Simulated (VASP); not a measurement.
# Sn in VASP: single point with PBE

Aim: the single point of Sn with PBE.

Everything below comes from runs of VASP 6.6.1. Logs are shortened: lines on timing, memory, paths and dates and some standing lists are left out, and cuts for length are marked.

### Step 1. The cell of the first run

The cell holds a wire or tube with vacuum around it, 4 atoms: a = 11.700 Å, b = 9.300 Å, c = 5.723 Å, α = 90.00°, β = 90.00°, γ = 90.00°.

### Step 2. Single point, PBE, collinear spin

Input file INCAR:

```
PREC = Accurate ; ENCUT = 520
EDIFF = 1E-7 ; ISMEAR = 0
SIGMA = 0.05 ; LREAL = F
LASPH = T ; NELM = 150
ALGO = Normal ; ISIF = 2
LWAVE = F ; LCHARG = F
ISPIN = 2 ; MAGMOM = 0.5 0.5 0.5 0.5
LORBIT = 11 ; GGA = PE
NBANDS = 40
```

Input file KPOINTS:

```
Automatic mesh
0
Gamma
  1 1 13
```

Input file POSCAR:

```
Sn
1.0
   11.7000000000      0.0000000000      0.0000000000
    0.0000000000      9.3000000000      0.0000000000
    0.0000000000      0.0000000000      5.7229808306
Sn
4
Direct
    0.3767055712      0.5000000000      0.0000000000
    0.3767055712      0.5000000000      0.5000000000
    0.6232944288      0.5000000000      0.0000000000
    0.6232944288      0.5000000000      0.5000000000
```

Potentials or basis: VASP PAW PBE potentials, release 64 (Sn_d).

On the command line:

```sh
$ cat potpaw_PBE.64/Sn_d/POTCAR > POTCAR
$ mpirun -np 1 vasp_std > vasp.out
```

OUTCAR:

```text
PREC = Accurate
   ENCUT = 520
   EDIFF = 1E-7
   ISMEAR = 0
   LREAL = F
   LASPH = T
   NELM = 150
   ISIF = 2
   ISPIN = 2
   LORBIT = 11
   GGA = PE

 ion  position               nearest neighbor table
   1  0.377  0.500  0.000-   2 2.86   2 2.86   3 2.89
   2  0.377  0.500  0.500-   1 2.86   1 2.86   4 2.89
   3  0.623  0.500  0.000-   4 2.86   4 2.86   1 2.89
   4  0.623  0.500  0.500-   3 2.86   3 2.86   2 2.89

  LATTYP: Found a simple orthorhombic cell.
 ALAT       =     5.7229808306
 B/A-ratio  =     1.6250272848
 C/A-ratio  =     2.0443891647

  Lattice vectors:

 A1 = (   0.0000000000,   0.0000000000,  -5.7229808306)
 A2 = (   0.0000000000,   9.3000000000,   0.0000000000)
 A3 = (  11.7000000000,   0.0000000000,   0.0000000000)

Analysis of symmetry for initial positions (statically):
=====================================================================
 Subroutine PRICEL returns following result:

  LATTYP: Found a simple orthorhombic cell.
 ALAT       =     2.8614904153
 B/A-ratio  =     3.2500545696
 C/A-ratio  =     4.0887783294

  Lattice vectors:

 A1 = (   0.0000000000,   0.0000000000,  -2.8614904153)
 A2 = (   0.0000000000,   9.3000000000,   0.0000000000)
 A3 = (  11.7000000000,   0.0000000000,   0.0000000000)

   2 primitive cells build up your supercell.

 Routine SETGRP: Setting up the symmetry group for a
 simple orthorhombic supercell.

 Subroutine GETGRP returns: Found  8 space group operations
 (whereof  8 operations were pure point group operations)
 out of a pool of  8 trial point group operations.

The static configuration has the point symmetry D_2h.

Analysis of symmetry for dynamics (positions and initial velocities):
=====================================================================
 Subroutine PRICEL returns following result:

  LATTYP: Found a simple orthorhombic cell.
 ALAT       =     2.8614904153
 B/A-ratio  =     3.2500545696
 C/A-ratio  =     4.0887783294

  Lattice vectors:

 A1 = (   0.0000000000,   0.0000000000,  -2.8614904153)
 A2 = (   0.0000000000,   9.3000000000,   0.0000000000)
 A3 = (  11.7000000000,   0.0000000000,   0.0000000000)

   2 primitive cells build up your supercell.

 Routine SETGRP: Setting up the symmetry group for a
 simple orthorhombic supercell.

 Subroutine GETGRP returns: Found  8 space group operations
 (whereof  8 operations were pure point group operations)
 out of a pool of  8 trial point group operations.

The dynamic configuration has the point symmetry D_2h.

Analysis of structural, dynamic, and magnetic symmetry:
=====================================================================
 Subroutine PRICEL returns following result:

  LATTYP: Found a simple orthorhombic cell.
 ALAT       =     2.8614904153
 B/A-ratio  =     3.2500545696
 C/A-ratio  =     4.0887783294

  Lattice vectors:

 A1 = (   0.0000000000,   0.0000000000,  -2.8614904153)
 A2 = (   0.0000000000,   9.3000000000,   0.0000000000)
 A3 = (  11.7000000000,   0.0000000000,   0.0000000000)

   2 primitive cells build up your supercell.

 Routine SETGRP: Setting up the symmetry group for a
 simple orthorhombic supercell.

 Subroutine GETGRP returns: Found  8 space group operations
 (whereof  8 operations were pure point group operations)
 out of a pool of  8 trial point group operations.

The overall configuration has the point symmetry D_2h.

 Subroutine INISYM returns: Found  8 space group operations
 (whereof  8 operations are pure point group operations),
 and found     2 'primitive' translations

----------------------------------------------------------------------------------------

                                     Primitive cell

  volume of cell :     311.3588

  direct lattice vectors                    reciprocal lattice vectors
     0.000000000  0.000000000 -2.861490415     0.000000000  0.000000000 -0.349468233
     0.000000000  9.300000000  0.000000000     0.000000000  0.107526882  0.000000000
    11.700000000  0.000000000  0.000000000     0.085470085  0.000000000  0.000000000

  length of vectors
     2.861490415  9.300000000 11.700000000     0.349468233  0.107526882  0.085470085

  position of ions in fractional coordinates (direct lattice)
     0.000000000  0.500000000  0.376705571
     0.000000000  0.500000000  0.623294429

  ion indices of the primitive-cell ions
   primitive index   ion index
                 1           1
                 2           3

----------------------------------------------------------------------------------------

 KPOINTS: Automatic mesh

Automatic generation of k-mesh.
 Grid dimensions read from file:
 generate k-points for:    1    1   13

 Generating k-lattice:

  Cartesian coordinates                     Fractional coordinates (reciprocal lattice)
     0.085470085  0.000000000  0.000000000     1.000000000  0.000000000  0.000000000
     0.000000000  0.107526882  0.000000000     0.000000000  1.000000000  0.000000000
     0.000000000  0.000000000  0.013441086     0.000000000  0.000000000  0.076923077

  Length of vectors
     0.085470085  0.107526882  0.013441086

  Shift w.r.t. Gamma in fractional coordinates (k-lattice)
     0.000000000  0.000000000  0.000000000

 Subroutine IBZKPT returns following result:
 ===========================================

 Found      7 irreducible k-points:

 Following reciprocal coordinates:
            Coordinates               Weight
  0.000000  0.000000  0.000000      1.000000
  0.000000  0.000000  0.076923      2.000000
  0.000000  0.000000  0.153846      2.000000
  0.000000  0.000000  0.230769      2.000000
  0.000000  0.000000  0.307692      2.000000
  0.000000  0.000000  0.384615      2.000000
  0.000000  0.000000  0.461538      2.000000
   k-points           NKPTS =      7   k-points in BZ     NKDIM =      7   number of bands    NBANDS=     40
   number of dos      NEDOS =    301   number of ions     NIONS =      4
   total plane-waves  NPLWV = 302400
   dimension x,y,z NGX =    90 NGY =   70 NGZ =   48
   dimension x,y,z NGXF=   180 NGYF=  140 NGZF=   96
   ions per type =               4
   NGX,Y,Z   is equivalent  to a cutoff of  12.79, 12.51, 13.94 a.u.
   NGXF,Y,Z  is equivalent  to a cutoff of  25.58, 25.03, 27.89 a.u.
 SYSTEM =  unknown system
   PREC   = accura    normal or accurate (medium, high low for compatibility)
   ISTART =      0    job   : 0-new  1-cont  2-samecut
   ICHARG =      2    charge: 1-file 2-atom 10-const
   ISPIN  =      2    spin polarized calculation?
   LNONCOLLINEAR =      F non collinear calculations
   LSORBIT =      F    spin-orbit coupling
   LASPH  =      T    aspherical Exc in radial PAW
   ENCUT  =  520.0 eV  38.22 Ry    6.18 a.u.  21.75 17.29 10.64*2*pi/ulx,y,z
   NELM   =    150;   NELMIN=  2; NELMDL= -5     # of ELM steps
   EDIFF  = 0.1E-06   stopping-criterion for ELM
   LREAL  =      F    real-space projection
   EDIFFG = 0.1E-05   stopping-criterion for IOM
   NSW    =      0    number of steps for IOM
   IBRION =     -1    ionic relax: 0-MD 1-quasi-New 2-CG
   NFREE  =      0    steps in history (QN), initial steepest desc. (CG)
   ISIF   =      2    stress and relaxation
   ISYM   =      2    0-nonsym 1-usesym 2-fastsym
   POTIM  = 0.5000    time-step for ionic-motion
   TEBEG  =    0.0;   TEEND  =   0.0 temperature during run
   PSTRESS=    0.0 pullay stress
   NELECT =      56.0000    total number of electrons
   NUPDOWN=      -1.0000    fix difference up-down
   EMIN   =  10.00;   EMAX   =-10.00  energy-range for DOS
   EFERMI =   0.00;   METHOD = LEGACY
   ISMEAR =     0;   SIGMA  =   0.05  broadening in eV -4-tet -1-fermi 0-gaus
   EFERMI_NEDOS =   21; number of points for ismear=-14 and -15
   IALGO  =     38    algorithm
   IMIX   =      4    mixing-type and parameters
     AMIX     =   0.40;   BMIX     =  1.00
     AMIX_MAG =   1.60;   BMIX_MAG =  1.00
  volume/ion in A,a.u.               =     155.68      1050.58
  Fermi-wavevector in a.u.,A,eV,Ry     =   0.733456  1.386030  7.319350  0.537957
  Thomas-Fermi vector in A             =   1.826168
   LORBIT       =     11    0 simple, 1 ext, 2 COOP (PROOUT), +10 PAW based schemes
   GGA     = PE    functional components
   LHFCALC =     F    Hartree Fock is set to
   AEXX    =    0.0000 exact exchange contribution
   IVDW    =     0    specifies the selected vdW correction
   LEPSILON=     F    determine dielectric tensor
   LRPA    =     F    only Hartree local field effects (RPA)
 spin polarized calculation
 Gauss-broadening in eV      SIGMA  =   0.05
  energy-cutoff  :      520.00
  volume of cell :      622.72
 maximum number of plane-waves:     16797
 NGX is ok and might be reduce to    90
   NGX = 43   NGY = 35   NGZ = 21

 number of electron      56.0000013 magnetization       0.0002089

 Free energy of the ion-electron system (eV)
  ---------------------------------------------------
  ext. energy  EPLUGINS =         0.00000000
  ---------------------------------------------------
  free energy    TOTEN  =       -12.21497887 eV

  energy without entropy =      -12.20949939  energy(sigma->0) =      -12.21223913

 E-fermi :  -1.9423     XC(G=0):  -3.1456

 val. band max:       -1.9423139457   @ k =   0.0000   0.0000   0.3846
 cond. band min:      -1.8658677714   @ k =   0.0000   0.0000   0.2308
 fundamental gap:      0.0764461743
 Fermi energy:        -1.9422992355

 spin component 1

 k-point     1 :       0.0000    0.0000    0.0000
  band No.  band energies     occupation
      1     -23.8522      1.00000
      2     -23.7874      1.00000
      3     -23.6311      1.00000
      4     -23.6096      1.00000
      5     -23.5995      1.00000
      6     -23.5933      1.00000
[... 32 lines left out ...]
     39       3.2637      0.00000
     40       3.3953      0.00000

 k-point     2 :       0.0000    0.0000    0.0769
  band No.  band energies     occupation
      1     -23.8444      1.00000
      2     -23.7791      1.00000
      3     -23.6278      1.00000
      4     -23.6089      1.00000
      5     -23.6000      1.00000
      6     -23.5903      1.00000
[... 204 lines left out ...]
     39       3.0499      0.00000
     40       3.1049      0.00000

 k-point     7 :       0.0000    0.0000    0.4615
  band No.  band energies     occupation
      1     -23.6504      1.00000
      2     -23.6286      1.00000
      3     -23.5482      1.00000
      4     -23.5418      1.00000
      5     -23.5319      1.00000
      6     -23.5300      1.00000
[... 32 lines left out ...]
     39       2.7583      0.00000
     40       3.1003      0.00000
 Fermi energy:        -1.9422992355

 spin component 2

 k-point     1 :       0.0000    0.0000    0.0000
  band No.  band energies     occupation
      1     -23.8522      1.00000
      2     -23.7874      1.00000
      3     -23.6311      1.00000
      4     -23.6096      1.00000
      5     -23.5995      1.00000
      6     -23.5933      1.00000
[... 32 lines left out ...]
     39       3.2637      0.00000
     40       3.3950      0.00000

 k-point     2 :       0.0000    0.0000    0.0769
  band No.  band energies     occupation
      1     -23.8444      1.00000
      2     -23.7791      1.00000
      3     -23.6278      1.00000
      4     -23.6089      1.00000
      5     -23.6000      1.00000
      6     -23.5903      1.00000
[... 204 lines left out ...]
     39       3.0504      0.00000
     40       3.1049      0.00000

 k-point     7 :       0.0000    0.0000    0.4615
  band No.  band energies     occupation
      1     -23.6504      1.00000
      2     -23.6286      1.00000
      3     -23.5482      1.00000
      4     -23.5418      1.00000
      5     -23.5319      1.00000
      6     -23.5300      1.00000
[... 32 lines left out ...]
     39       2.7588      0.00000
     40       3.1008      0.00000

------------------------ aborting loop because EDIFF is reached ----------------------------------------

  FORCE on cell =-STRESS in cart. coord.  units (eV):
  Direction    XX          YY          ZZ          XY          YZ          ZX
  --------------------------------------------------------------------------------------
  -------------------------------------------------------------------------------------
  Total       -0.1447204      0.1326201     -0.0642240      0.0000000      0.0000000      0.0000000
  in kB       -0.3723482      0.3412156     -0.1652407      0.0000000      0.0000000      0.0000000
  external PRESSURE =      -0.0654577 kB  Pullay stress =       0.0000000 kB

 VOLUME and BASIS-vectors are now :
 -----------------------------------------------------------------------------
  energy-cutoff  :      520.00
  volume of cell :      622.72
      direct lattice vectors                 reciprocal lattice vectors
    11.700000000  0.000000000  0.000000000     0.085470085  0.000000000  0.000000000
     0.000000000  9.300000000  0.000000000     0.000000000  0.107526882  0.000000000
     0.000000000  0.000000000  5.722980831     0.000000000  0.000000000  0.174734117

 POSITION                                       TOTAL-FORCE (eV/Angst)
 -----------------------------------------------------------------------------------
      4.40746      4.65000      0.00000        -0.001525      0.000000      0.000000
      4.40746      4.65000      2.86149        -0.001525      0.000000      0.000000
      7.29254      4.65000      0.00000         0.001525     -0.000000     -0.000000
      7.29254      4.65000      2.86149         0.001525     -0.000000     -0.000000
 -----------------------------------------------------------------------------------
    total drift:                               -0.000000     -0.000000     -0.000000

  FREE ENERGIE OF THE ION-ELECTRON SYSTEM (eV)
  ---------------------------------------------------
  free  energy   TOTEN  =       -12.2149788677 eV

  energy  without entropy=      -12.2094993910  energy(sigma->0) =      -12.21223913

 total charge

# of ion       s       p       d       tot
------------------------------------------
    1        1.259   0.985   9.953  12.197
    2        1.259   0.985   9.953  12.197
    3        1.259   0.985   9.953  12.197
    4        1.259   0.985   9.953  12.197
--------------------------------------------------
tot          5.037   3.941  39.811  48.788

 magnetization (x)

# of ion       s       p       d       tot
------------------------------------------
    1        0.000   0.000   0.000   0.000
    2        0.000   0.000   0.000   0.000
    3        0.000   0.000   0.000   0.000
    4        0.000   0.000   0.000   0.000
--------------------------------------------------
tot          0.000   0.000   0.000   0.000
```

Wall time 23 min (1 thread of Intel Xeon 8259CL, shared host); peak memory 0.94 GiB.

Results:

```
Free energy                                           : -12.2150 eV
Band gap on the k mesh                                : zero (filled and empty bands overlap)
Net moment                                            : 0.00 μB per cell
Valence electrons inside the program's atomic spheres : Sn 12.20
```

Levels at points of the mesh, in eV from the Fermi level:
Spin up:
| k point | band 24 | band 25 | band 26 | band 27 | band 28 | band 29 | band 30 | band 31 | band 32 | band 33 |
| --- | --- | --- | --- | --- | --- | --- | --- | --- | --- | --- |
| (0.00, 0.00, 0.00) | -3.53 | -3.09 | -2.29 | -2.06 | -1.78 | -0.19 | 1.09 | 1.71 | 1.82 | 2.98 |
Spin down:
```csv
k point,band 26,band 27,band 28,band 29,band 30,band 31
"(0.00, 0.00, 0.00)",-2.29,-2.06,-1.78,-0.19,1.09,1.71
```

Caveat: spin-orbit coupling is left out, which moves the levels of the heavy elements.

The gap in the log of VASP goes by the Fermi energy; the results here count the filled bands.